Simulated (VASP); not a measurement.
# Ta (Im-3m) in VASP: single point with PBEsol

Aim: the single point of Ta with PBEsol.

Everything below comes from runs of VASP 6.6.1. Logs are shortened: lines on timing, memory, paths and dates and some standing lists are left out, and cuts for length are marked.

## (1) The cell of the first run

It takes space group Im-3m (No. 229, cubic). Conventional cell: a = 3.303 Å, b = 3.303 Å, c = 3.303 Å, α = 90.00°, β = 90.00°, γ = 90.00°. Ta (site symmetry m-3m) has 14 Ta at 2.86 to 3.30 Å within 3.8 Å.

## (2) Single point, PBEsol

INCAR

```
SYSTEM = Ta
PREC     = Accurate       ! precision mode
ENCUT    = 500            ! plane-wave cutoff, eV
EDIFF    = 1E-6           ! SCF threshold, eV
ISMEAR   = -1             ! smearing method
SIGMA    = 0.05           ! smearing width, eV
LREAL    = .False.        ! projectors in reciprocal space
LASPH    = .True.         ! aspherical terms in the spheres
NELM     = 120            ! most SCF steps
ALGO     = Normal         ! electronic algorithm
ISIF     = 2              ! what is computed and relaxed
LWAVE    = .False.        ! write WAVECAR
LCHARG   = .False.        ! write CHGCAR
GGA      = PS             ! functional
NBANDS   = 12             ! bands
GGA_COMPAT= .False.
```

KPOINTS

```
regular mesh
0
Gamma
  17 17 17
  0 0 0
```

POSCAR

```
Ta
1.0
   -1.6512800000      1.6512800000      1.6512800000
    1.6512800000     -1.6512800000      1.6512800000
    1.6512800000      1.6512800000     -1.6512800000
Ta
1
Direct
    0.0000000000      0.0000000000      0.0000000000
```

Potentials or basis: VASP PAW PBE potentials, release 64 (Ta_pv).

Command:

```console
$ cat potpaw_PBE.64/Ta_pv/POTCAR > POTCAR
$ mpirun -np 1 vasp_std > vasp.out
```

OUTCAR:

```text
SYSTEM = Ta
   PREC = Accurate
   ENCUT = 500
   EDIFF = 1E-6
   ISMEAR = -1
   LREAL = .False.
   LASPH = .True.
   NELM = 120
   ISIF = 2
   GGA = PS

 ion  position               nearest neighbor table
   1  0.000  0.000  0.000-

  LATTYP: Found a body centered cubic cell.
 ALAT       =     3.3025600000

  Lattice vectors:

 A1 = (  -1.6512800000,   1.6512800000,   1.6512800000)
 A2 = (   1.6512800000,  -1.6512800000,   1.6512800000)
 A3 = (   1.6512800000,   1.6512800000,  -1.6512800000)

Analysis of symmetry for initial positions (statically):
=====================================================================
 Subroutine PRICEL returns:
 Original cell was already a primitive cell.

 Routine SETGRP: Setting up the symmetry group for a
 body centered cubic supercell.

 Subroutine GETGRP returns: Found 48 space group operations
 (whereof 48 operations were pure point group operations)
 out of a pool of 48 trial point group operations.

The static configuration has the point symmetry O_h .

Analysis of symmetry for dynamics (positions and initial velocities):
=====================================================================
 Subroutine PRICEL returns:
 Original cell was already a primitive cell.

 Routine SETGRP: Setting up the symmetry group for a
 body centered cubic supercell.

 Subroutine GETGRP returns: Found 48 space group operations
 (whereof 48 operations were pure point group operations)
 out of a pool of 48 trial point group operations.

The dynamic configuration has the point symmetry O_h .

 Subroutine INISYM returns: Found 48 space group operations
 (whereof 48 operations are pure point group operations),
 and found     1 'primitive' translations

----------------------------------------------------------------------------------------

                                     Primitive cell

  volume of cell :      18.0104

  direct lattice vectors                    reciprocal lattice vectors
    -1.651280000  1.651280000  1.651280000     0.000000000  0.302795407  0.302795407
     1.651280000 -1.651280000  1.651280000     0.302795407  0.000000000  0.302795407
     1.651280000  1.651280000 -1.651280000     0.302795407  0.302795407  0.000000000

  length of vectors
     2.860100858  2.860100858  2.860100858     0.428217371  0.428217371  0.428217371

  position of ions in fractional coordinates (direct lattice)
     0.000000000  0.000000000  0.000000000

  ion indices of the primitive-cell ions
   primitive index   ion index
                 1           1

----------------------------------------------------------------------------------------

 KPOINTS: regular mesh

Automatic generation of k-mesh.
 Grid dimensions read from file:
 generate k-points for:   17   17   17

 Generating k-lattice:

  Cartesian coordinates                     Fractional coordinates (reciprocal lattice)
     0.000000000  0.017811495  0.017811495     0.058823529  0.000000000  0.000000000
     0.017811495  0.000000000  0.017811495     0.000000000  0.058823529  0.000000000
     0.017811495  0.017811495  0.000000000     0.000000000  0.000000000  0.058823529

  Length of vectors
     0.025189257  0.025189257  0.025189257

  Shift w.r.t. Gamma in fractional coordinates (k-lattice)
     0.000000000  0.000000000  0.000000000

 Subroutine IBZKPT returns following result:
 ===========================================

 Found    165 irreducible k-points:

 Following reciprocal coordinates:
            Coordinates               Weight
  0.000000  0.000000  0.000000      1.000000
  0.058824  0.000000  0.000000     12.000000
  0.117647  0.000000  0.000000     12.000000
  0.176471  0.000000  0.000000     12.000000
  0.235294  0.000000  0.000000     12.000000
  0.294118  0.000000  0.000000     12.000000
[... 16 lines left out ...]
  0.411765  0.117647 -0.000000     48.000000
  0.176471  0.176471  0.000000     24.000000
 [... further k-points ...]
   k-points           NKPTS =    165   k-points in BZ     NKDIM =    165   number of bands    NBANDS=     12
   number of dos      NEDOS =    301   number of ions     NIONS =      1
   total plane-waves  NPLWV =  13824
   dimension x,y,z NGX =    24 NGY =   24 NGZ =   24
   dimension x,y,z NGXF=    48 NGYF=   48 NGZF=   48
   ions per type =               1
   NGX,Y,Z   is equivalent  to a cutoff of  13.95, 13.95, 13.95 a.u.
   NGXF,Y,Z  is equivalent  to a cutoff of  27.90, 27.90, 27.90 a.u.
 SYSTEM =  Ta
   PREC   = accura    normal or accurate (medium, high low for compatibility)
   ISTART =      0    job   : 0-new  1-cont  2-samecut
   ICHARG =      2    charge: 1-file 2-atom 10-const
   ISPIN  =      1    spin polarized calculation?
   LNONCOLLINEAR =      F non collinear calculations
   LSORBIT =      F    spin-orbit coupling
   LASPH  =      T    aspherical Exc in radial PAW
   ENCUT  =  500.0 eV  36.75 Ry    6.06 a.u.   5.21  5.21  5.21*2*pi/ulx,y,z
   NELM   =    120;   NELMIN=  2; NELMDL= -5     # of ELM steps
   EDIFF  = 0.1E-05   stopping-criterion for ELM
   LREAL  =      F    real-space projection
   EDIFFG = 0.1E-04   stopping-criterion for IOM
   NSW    =      0    number of steps for IOM
   IBRION =     -1    ionic relax: 0-MD 1-quasi-New 2-CG
   NFREE  =      0    steps in history (QN), initial steepest desc. (CG)
   ISIF   =      2    stress and relaxation
   ISYM   =      2    0-nonsym 1-usesym 2-fastsym
   POTIM  = 0.5000    time-step for ionic-motion
   TEBEG  =    0.0;   TEEND  =   0.0 temperature during run
   PSTRESS=    0.0 pullay stress
   NELECT =      11.0000    total number of electrons
   NUPDOWN=      -1.0000    fix difference up-down
   EMIN   =  10.00;   EMAX   =-10.00  energy-range for DOS
   EFERMI =   0.00;   METHOD = LEGACY
   ISMEAR =    -1;   SIGMA  =   0.05  broadening in eV -4-tet -1-fermi 0-gaus
   EFERMI_NEDOS =   21; number of points for ismear=-14 and -15
   IALGO  =     38    algorithm
   IMIX   =      4    mixing-type and parameters
     AMIX     =   0.40;   BMIX     =  1.00
     AMIX_MAG =   1.60;   BMIX_MAG =  1.00
  volume/ion in A,a.u.               =      18.01       121.54
  Fermi-wavevector in a.u.,A,eV,Ry     =   1.388988  2.624806 26.249534  1.929286
  Thomas-Fermi vector in A             =   2.513061
   LORBIT       =      0    0 simple, 1 ext, 2 COOP (PROOUT), +10 PAW based schemes
   GGA     = PS    functional components
   LHFCALC =     F    Hartree Fock is set to
   AEXX    =    0.0000 exact exchange contribution
   IVDW    =     0    specifies the selected vdW correction
   LEPSILON=     F    determine dielectric tensor
   LRPA    =     F    only Hartree local field effects (RPA)
 non-spin polarized calculation
  energy-cutoff  :      500.00
  volume of cell :       18.01
 maximum number of plane-waves:       472
 NGX is ok and might be reduce to    24
   NGX = 11   NGY = 11   NGZ = 11

 number of electron      11.0000002 magnetization

 Free energy of the ion-electron system (eV)
  ---------------------------------------------------
  ext. energy  EPLUGINS =         0.00000000
  ---------------------------------------------------
  free energy    TOTEN  =       -12.55356194 eV

  energy without entropy =      -12.54288728  energy(sigma->0) =      -12.54822461

 E-fermi :   5.3171     XC(G=0): -12.7288

 val. band max:        5.3107745519   @ k =  -0.4706  -0.4706   0.1765
 cond. band min:       5.3398475214   @ k =  -0.2941   0.4118   0.1176
 fundamental gap:      0.0290729695
 Fermi energy:         5.3170811453

 k-point     1 :       0.0000    0.0000    0.0000
  band No.  band energies     occupation
      1     -27.7049      2.00000
      2     -27.7049      2.00000
      3     -27.7049      2.00000
      4      -2.6081      2.00000
      5       6.0410      0.00000
      6       6.0410      0.00000
      7       6.0410      0.00000
      8       9.3112      0.00000
      9       9.3112      0.00000
     10      19.9810      0.00000
     11      20.3627      0.00000
     12      20.3627      0.00000

 k-point     2 :       0.0588    0.0000    0.0000
  band No.  band energies     occupation
      1     -27.7483      2.00000
      2     -27.7182      2.00000
      3     -27.7051      2.00000
      4      -2.4526      2.00000
      5       5.9398      0.00001
      6       6.0125      0.00000
      7       6.1930      0.00000
      8       9.1459      0.00000
      9       9.3115      0.00000
     10      19.9810      0.00000
     11      20.5034      0.00000
     12      20.6348      0.00000

 k-point     3 :       0.1176    0.0000    0.0000
  band No.  band energies     occupation
      1     -27.8713      2.00000
      2     -27.7563      2.00000
      3     -27.7058      2.00000
      4      -2.0043      2.00000
      5       5.6640      0.00194
      6       5.8887      0.00002
      7       6.6439      0.00000
      8       8.8151      0.00000
      9       9.3218      0.00000
     10      19.9803      0.00000
     11      20.8472      0.00000
     12      21.4210      0.00000

 k-point     4 :       0.1765    0.0000    0.0000
  band No.  band energies     occupation
      1     -28.0534      2.00000
      2     -27.8134      2.00000
      3     -27.7068      2.00000
      4      -1.3208      2.00000
      5       5.2794      1.36032
      6       5.6159      0.00507
      7       7.3779      0.00000
      8       8.6200      0.00000
      9       9.3650      0.00000
     10      19.9789      0.00000
     11      21.0927      0.00000
     12      22.6473      0.00000

 k-point     5 :       0.2353    0.0000    0.0000
  band No.  band energies     occupation
      1     -28.2664      2.00000
      2     -27.8816      2.00000
      3     -27.7081      2.00000
      4      -0.5124      2.00000
      5       4.8589      1.99979
      6       5.2887      1.27664
      7       8.3659      0.00000
      8       8.6808      0.00000
      9       9.4638      0.00000
     10      19.9748      0.00000
     11      20.7357      0.00000
     12      22.4094      0.00000
[... 228 lines left out ...]
      1     -28.6547      2.00000
      2     -28.0452      2.00000
      3     -27.7661      2.00000
      4       1.1564      2.00000
      5       4.1521      2.00000
      6       5.0309      1.99349
      7       8.8224      0.00000
      8      10.0989      0.00000
      9      11.4972      0.00000
     10      18.4513      0.00000
     11      19.8599      0.00000
     12      20.0735      0.00000

 k-point    22 :       0.3529    0.1176    0.0000
  band No.  band energies     occupation
      1     -28.7677      2.00000
      2     -28.1033      2.00000
      3     -27.7684      2.00000
      4       1.3479      2.00000
      5       3.9609      2.00000
      6       5.6013      0.00677
      7       9.0350      0.00000
      8      10.2474      0.00000
      9      12.7447      0.00000
     10      17.2764      0.00000
     11      18.7956      0.00000
     12      19.9995      0.00000

 k-point    23 :       0.4118    0.1176   -0.0000
  band No.  band energies     occupation
      1     -28.8273      2.00000
      2     -28.1346      2.00000
      3     -27.7695      2.00000
      4       1.3760      2.00000
      5       3.8630      2.00000
      6       6.1281      0.00000
      7       9.0284      0.00000
      8      10.4507      0.00000
      9      13.5884      0.00000
     10      16.4341      0.00000
     11      18.2508      0.00000
     12      19.9958      0.00000

 k-point    24 :       0.1765    0.1765    0.0000
  band No.  band energies     occupation
      1     -28.4685      2.00000
      2     -27.9581      2.00000
      3     -27.7838      2.00000
      4       0.6572      2.00000
      5       4.4559      2.00000
      6       4.7257      1.99999
      7       8.3509      0.00000
      8      10.0002      0.00000
      9      10.1614      0.00000
     10      19.8482      0.00000
     11      20.1078      0.00000
     12      22.1066      0.00000

 [... further k-points ...]
[... 5 lines left out ...]
  --------------------------------------------------------------------------------------
  -------------------------------------------------------------------------------------
  Total       -0.4207043     -0.4207043     -0.4207043      0.0000000     -0.0000000      0.0000000
  in kB      -37.4253059    -37.4253059    -37.4253059      0.0000000     -0.0000000      0.0000000
  external PRESSURE =     -37.4253059 kB  Pullay stress =       0.0000000 kB

 VOLUME and BASIS-vectors are now :
 -----------------------------------------------------------------------------
  energy-cutoff  :      500.00
  volume of cell :       18.01
      direct lattice vectors                 reciprocal lattice vectors
    -1.651280000  1.651280000  1.651280000     0.000000000  0.302795407  0.302795407
     1.651280000 -1.651280000  1.651280000     0.302795407  0.000000000  0.302795407
     1.651280000  1.651280000 -1.651280000     0.302795407  0.302795407  0.000000000

 POSITION                                       TOTAL-FORCE (eV/Angst)
 -----------------------------------------------------------------------------------
      0.00000      0.00000      0.00000        -0.000000      0.000000      0.000000
 -----------------------------------------------------------------------------------
    total drift:                                0.000000      0.000000      0.000000

  FREE ENERGIE OF THE ION-ELECTRON SYSTEM (eV)
  ---------------------------------------------------
  free  energy   TOTEN  =       -12.5535619375 eV

  energy  without entropy=      -12.5428872764  energy(sigma->0) =      -12.54822461
```

Wall time 25 s (1 thread of Intel Xeon Platinum 8375C at 2.90GHz (Ice Lake), shared host); peak memory 0.16 GiB.

What came out:

```
Free energy            : -12.5536 eV
Pressure               : -3.7 GPa
Band gap on the k mesh : zero (an odd number of electrons rules out a gap without spin polarisation)
```

Levels at points of the mesh, in eV from the Fermi level:
```csv
k point,band 4,band 5,band 6,band 7,band 8,band 9
"(0.00, 0.00, 0.00)",-7.93,0.72,0.72,0.72,3.99,3.99
```

Caveat: the cell stands under tension; the PAW data sets were made with another functional, which shifts forces and pressure a little; spin-orbit coupling is left out, which moves the levels of the heavy elements.

The gap in the log of VASP goes by the Fermi energy; the results here count the filled bands.